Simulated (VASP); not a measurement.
# EuOs3 (Pm-3m) in VASP: settings compared

The runs below take EuOs3 through single point, with PBE, PBEsol, LDA.

Program: VASP 6.6.1. These are calculated values, not measurements. Logs are shortened: lines on timing, memory, paths and dates and some standing lists are left out, and cuts for length are marked.

## Step 1: The cell of the first run

The structure is cubic, space group Pm-3m (No. 221). The conventional cell has a = 4.063 Å, b = 4.063 Å, c = 4.063 Å, α = 90.00°, β = 90.00°, γ = 90.00°. Within 3.8 Å of Eu (site symmetry m-3m) lie 12 Os at 2.87 Å. Os (site symmetry 4/mmm) has 4 Eu at 2.87 Å and 8 Os at 2.87 Å within 3.8 Å.

## Step 2: Single point, PBE, collinear spin, ferromagnetic start

File INCAR:

```
ALGO = Normal
EDIFF = 1E-6
ENCUT = 520
GGA = PE
ISIF = 2
ISMEAR = 0
ISPIN = 2
LASPH = True
LCHARG = False
LMAXMIX = 6
LORBIT = 11
LREAL = False
LWAVE = False
MAGMOM = 6.73 0 0 0
NBANDS = 32
NELM = 150
PREC = Accurate
SIGMA = 0.05
```

File KPOINTS:

```
k-points
0
Gamma
  8 8 8
```

File POSCAR:

```
EuOs3
1.0
    4.0634282070      0.0000000000      0.0000000000
    0.0000000000      4.0634282070      0.0000000000
    0.0000000000      0.0000000000      4.0634282070
Eu Os
1 3
Direct
    0.0000000000      0.0000000000      0.0000000000
    0.0000000000      0.5000000000      0.5000000000
    0.5000000000      0.5000000000      0.0000000000
    0.5000000000      0.0000000000      0.5000000000
```

Potentials or basis: VASP PAW PBE potentials, release 64 (Eu, Os).

Command:

```
cat potpaw_PBE.64/Eu/POTCAR potpaw_PBE.64/Os/POTCAR > POTCAR
mpirun -np 1 vasp_std > vasp.out
```

OUTCAR:

```text
EDIFF = 1E-6
   ENCUT = 520
   GGA = PE
   ISIF = 2
   ISMEAR = 0
   ISPIN = 2
   LASPH = True
   LORBIT = 11
   LREAL = False
   NELM = 150
   PREC = Accurate

 ion  position               nearest neighbor table
   1  0.000  0.000  0.000-   2 2.87   3 2.87   4 2.87   2 2.87   4 2.87   2 2.87   3 2.87   2 2.87
                             3 2.87   4 2.87   4 2.87   3 2.87
   2  0.000  0.500  0.500-   1 2.87   3 2.87   4 2.87   1 2.87   3 2.87   1 2.87   4 2.87   1 2.87
                             3 2.87   4 2.87   3 2.87   4 2.87
   3  0.500  0.500  0.000-   1 2.87   2 2.87   4 2.87   2 2.87   4 2.87   1 2.87   4 2.87   4 2.87
                             1 2.87   2 2.87   2 2.87   1 2.87
   4  0.500  0.000  0.500-   1 2.87   2 2.87   3 2.87   1 2.87   3 2.87   2 2.87   3 2.87   3 2.87
                             1 2.87   2 2.87   1 2.87   2 2.87

  LATTYP: Found a simple cubic cell.
 ALAT       =     4.0634282070

  Lattice vectors:

 A1 = (   4.0634282070,   0.0000000000,   0.0000000000)
 A2 = (   0.0000000000,   4.0634282070,   0.0000000000)
 A3 = (   0.0000000000,   0.0000000000,   4.0634282070)

Analysis of symmetry for initial positions (statically):
=====================================================================
 Subroutine PRICEL returns:
 Original cell was already a primitive cell.

 Routine SETGRP: Setting up the symmetry group for a
 simple cubic supercell.

 Subroutine GETGRP returns: Found 48 space group operations
 (whereof 48 operations were pure point group operations)
 out of a pool of 48 trial point group operations.

The static configuration has the point symmetry O_h .

Analysis of symmetry for dynamics (positions and initial velocities):
=====================================================================
 Subroutine PRICEL returns:
 Original cell was already a primitive cell.

 Routine SETGRP: Setting up the symmetry group for a
 simple cubic supercell.

 Subroutine GETGRP returns: Found 48 space group operations
 (whereof 48 operations were pure point group operations)
 out of a pool of 48 trial point group operations.

The dynamic configuration has the point symmetry O_h .

Analysis of structural, dynamic, and magnetic symmetry:
=====================================================================
 Subroutine PRICEL returns:
 Original cell was already a primitive cell.

 Routine SETGRP: Setting up the symmetry group for a
 simple cubic supercell.

 Subroutine GETGRP returns: Found 48 space group operations
 (whereof 48 operations were pure point group operations)
 out of a pool of 48 trial point group operations.

The overall configuration has the point symmetry O_h .

 Subroutine INISYM returns: Found 48 space group operations
 (whereof 48 operations are pure point group operations),
 and found     1 'primitive' translations

----------------------------------------------------------------------------------------

                                     Primitive cell

  volume of cell :      67.0931

  direct lattice vectors                    reciprocal lattice vectors
     4.063428207  0.000000000  0.000000000     0.246097617  0.000000000  0.000000000
     0.000000000  4.063428207  0.000000000     0.000000000  0.246097617  0.000000000
     0.000000000  0.000000000  4.063428207     0.000000000  0.000000000  0.246097617

  length of vectors
     4.063428207  4.063428207  4.063428207     0.246097617  0.246097617  0.246097617

  position of ions in fractional coordinates (direct lattice)
     0.000000000  0.000000000  0.000000000
     0.000000000  0.500000000  0.500000000
     0.500000000  0.500000000  0.000000000
     0.500000000  0.000000000  0.500000000

  ion indices of the primitive-cell ions
   primitive index   ion index
                 1           1
                 2           2
                 3           3
                 4           4

----------------------------------------------------------------------------------------

 KPOINTS: k-points

Automatic generation of k-mesh.
[... 23 lines left out ...]
  0.000000  0.000000  0.000000      1.000000
  0.125000  0.000000  0.000000      6.000000
  0.250000  0.000000  0.000000      6.000000
  0.375000  0.000000  0.000000      6.000000
  0.500000  0.000000  0.000000      3.000000
  0.125000  0.125000  0.000000     12.000000
[... 16 lines left out ...]
  0.375000  0.375000  0.125000     24.000000
  0.500000  0.375000  0.125000     24.000000
 [... further k-points ...]
   k-points           NKPTS =     35   k-points in BZ     NKDIM =     35   number of bands    NBANDS=     32
   number of dos      NEDOS =    301   number of ions     NIONS =      4
   total plane-waves  NPLWV =  27000
   dimension x,y,z NGX =    30 NGY =   30 NGZ =   30
   dimension x,y,z NGXF=    60 NGYF=   60 NGZF=   60
   ions per type =               1   3
   NGX,Y,Z   is equivalent  to a cutoff of  12.27, 12.27, 12.27 a.u.
   NGXF,Y,Z  is equivalent  to a cutoff of  24.55, 24.55, 24.55 a.u.
 SYSTEM =  unknown system
   PREC   = accura    normal or accurate (medium, high low for compatibility)
   ISTART =      0    job   : 0-new  1-cont  2-samecut
   ICHARG =      2    charge: 1-file 2-atom 10-const
   ISPIN  =      2    spin polarized calculation?
   LNONCOLLINEAR =      F non collinear calculations
   LSORBIT =      F    spin-orbit coupling
   LASPH  =      T    aspherical Exc in radial PAW
   ENCUT  =  520.0 eV  38.22 Ry    6.18 a.u.   7.56  7.56  7.56*2*pi/ulx,y,z
   NELM   =    150;   NELMIN=  2; NELMDL= -5     # of ELM steps
   EDIFF  = 0.1E-05   stopping-criterion for ELM
   LREAL  =      F    real-space projection
   EDIFFG = 0.1E-04   stopping-criterion for IOM
   NSW    =      0    number of steps for IOM
   IBRION =     -1    ionic relax: 0-MD 1-quasi-New 2-CG
   NFREE  =      0    steps in history (QN), initial steepest desc. (CG)
   ISIF   =      2    stress and relaxation
   ISYM   =      2    0-nonsym 1-usesym 2-fastsym
   POTIM  = 0.5000    time-step for ionic-motion
   TEBEG  =    0.0;   TEEND  =   0.0 temperature during run
   PSTRESS=    0.0 pullay stress
   NELECT =      41.0000    total number of electrons
   NUPDOWN=      -1.0000    fix difference up-down
   EMIN   =  10.00;   EMAX   =-10.00  energy-range for DOS
   EFERMI =   0.00;   METHOD = LEGACY
   ISMEAR =     0;   SIGMA  =   0.05  broadening in eV -4-tet -1-fermi 0-gaus
   EFERMI_NEDOS =   21; number of points for ismear=-14 and -15
   IALGO  =     38    algorithm
   IMIX   =      4    mixing-type and parameters
     AMIX     =   0.40;   BMIX     =  1.00
     AMIX_MAG =   1.60;   BMIX_MAG =  1.00
  volume/ion in A,a.u.               =      16.77       113.19
  Fermi-wavevector in a.u.,A,eV,Ry     =   1.389239  2.625280 26.259027  1.929984
  Thomas-Fermi vector in A             =   2.513288
   LORBIT       =     11    0 simple, 1 ext, 2 COOP (PROOUT), +10 PAW based schemes
   GGA     = PE    functional components
   LHFCALC =     F    Hartree Fock is set to
   AEXX    =    0.0000 exact exchange contribution
   IVDW    =     0    specifies the selected vdW correction
   LEPSILON=     F    determine dielectric tensor
   LRPA    =     F    only Hartree local field effects (RPA)
 spin polarized calculation
 Gauss-broadening in eV      SIGMA  =   0.05
  energy-cutoff  :      520.00
  volume of cell :       67.09
 maximum number of plane-waves:      1856
   NGX = 15   NGY = 15   NGZ = 15

 number of electron      41.0000008 magnetization       1.0563318

 number of electron      41.0000000 magnetization      -5.3964876

 Free energy of the ion-electron system (eV)
  ---------------------------------------------------
  ext. energy  EPLUGINS =         0.00000000
  ---------------------------------------------------
  free energy    TOTEN  =       -42.34970487 eV

  energy without entropy =      -42.34306357  energy(sigma->0) =      -42.34638422

 E-fermi :   6.4758     XC(G=0): -13.0995

 val. band max:        6.4738261326   @ k =   0.3750   0.2500   0.1250
 cond. band min:       6.5009998108   @ k =   0.3750   0.1250   0.1250
 fundamental gap:      0.0271736782
 Fermi energy:         6.4757665051

 spin component 1

 k-point     1 :       0.0000    0.0000    0.0000
  band No.  band energies     occupation
      1     -31.2247      1.00000
      2     -10.7187      1.00000
      3     -10.7187      1.00000
      4     -10.7187      1.00000
      5      -1.4860      1.00000
      6       1.2533      1.00000
[... 829 lines left out ...]
     31      11.4745      0.00000
     32      11.7946      0.00000

 [... further k-points ...]

 spin component 2

 k-point     1 :       0.0000    0.0000    0.0000
  band No.  band energies     occupation
      1     -33.9884      1.00000
      2     -12.6612      1.00000
      3     -12.6612      1.00000
      4     -12.6612      1.00000
      5      -1.5474      1.00000
      6       1.2382      1.00000
[... 829 lines left out ...]
     31      11.0311      0.00000
     32      11.2687      0.00000

 [... further k-points ...]

------------------------ aborting loop because EDIFF is reached ----------------------------------------

  FORCE on cell =-STRESS in cart. coord.  units (eV):
  Direction    XX          YY          ZZ          XY          YZ          ZX
  --------------------------------------------------------------------------------------
  -------------------------------------------------------------------------------------
  Total        0.1861211      0.1861211      0.1861211     -0.0000000     -0.0000000     -0.0000000
  in kB        4.4445552      4.4445552      4.4445552     -0.0000000     -0.0000000     -0.0000000
  external PRESSURE =       4.4445552 kB  Pullay stress =       0.0000000 kB

 VOLUME and BASIS-vectors are now :
 -----------------------------------------------------------------------------
  energy-cutoff  :      520.00
  volume of cell :       67.09
      direct lattice vectors                 reciprocal lattice vectors
     4.063428207  0.000000000  0.000000000     0.246097617  0.000000000  0.000000000
     0.000000000  4.063428207  0.000000000     0.000000000  0.246097617  0.000000000
     0.000000000  0.000000000  4.063428207     0.000000000  0.000000000  0.246097617

 POSITION                                       TOTAL-FORCE (eV/Angst)
 -----------------------------------------------------------------------------------
      0.00000      0.00000      0.00000         0.000000      0.000000      0.000000
      0.00000      2.03171      2.03171         0.000000      0.000000      0.000000
      2.03171      2.03171      0.00000         0.000000      0.000000      0.000000
      2.03171      0.00000      2.03171         0.000000      0.000000      0.000000
 -----------------------------------------------------------------------------------
    total drift:                                0.000000      0.000000     -0.000000

  FREE ENERGIE OF THE ION-ELECTRON SYSTEM (eV)
  ---------------------------------------------------
  free  energy   TOTEN  =       -42.3497048650 eV

  energy  without entropy=      -42.3430635750  energy(sigma->0) =      -42.34638422

 total charge

# of ion       s       p       d       f       tot
--------------------------------------------------
    1        2.092   5.748   0.899   6.276  15.016
    2        0.653   0.478   5.989   0.000   7.120
    3        0.653   0.478   5.989   0.000   7.120
    4        0.653   0.478   5.989   0.000   7.120
--------------------------------------------------
tot          4.052   7.181  18.865   6.276  36.374

 magnetization (x)

# of ion       s       p       d       f       tot
--------------------------------------------------
    1       -0.002   0.087  -0.119  -6.030  -6.064
    2        0.005  -0.019   0.309   0.000   0.296
    3        0.005  -0.019   0.309   0.000   0.296
    4        0.005  -0.019   0.309   0.000   0.296
--------------------------------------------------
tot          0.014   0.031   0.809  -6.030  -5.176
```

Run time: 3.3 min. Hardware: 1 thread of Intel Xeon 6975P-C (Granite Rapids), shared host; peak memory 0.29 GiB.

Results:

```
Free energy                                           : -42.3497 eV
Pressure                                              : 0.4 GPa
Net moment                                            : -5.40 μB per cell
Site moments                                          : Eu -6.06; Os +0.30 μB
Valence electrons inside the program's atomic spheres : Eu 15.02; Os 7.12
```

Caveat: spin-orbit coupling is left out, which moves the levels of the heavy elements; semilocal functionals describe open f shells poorly, which spoils levels, moments and volumes.

(Part 1 of 2 ends here.)
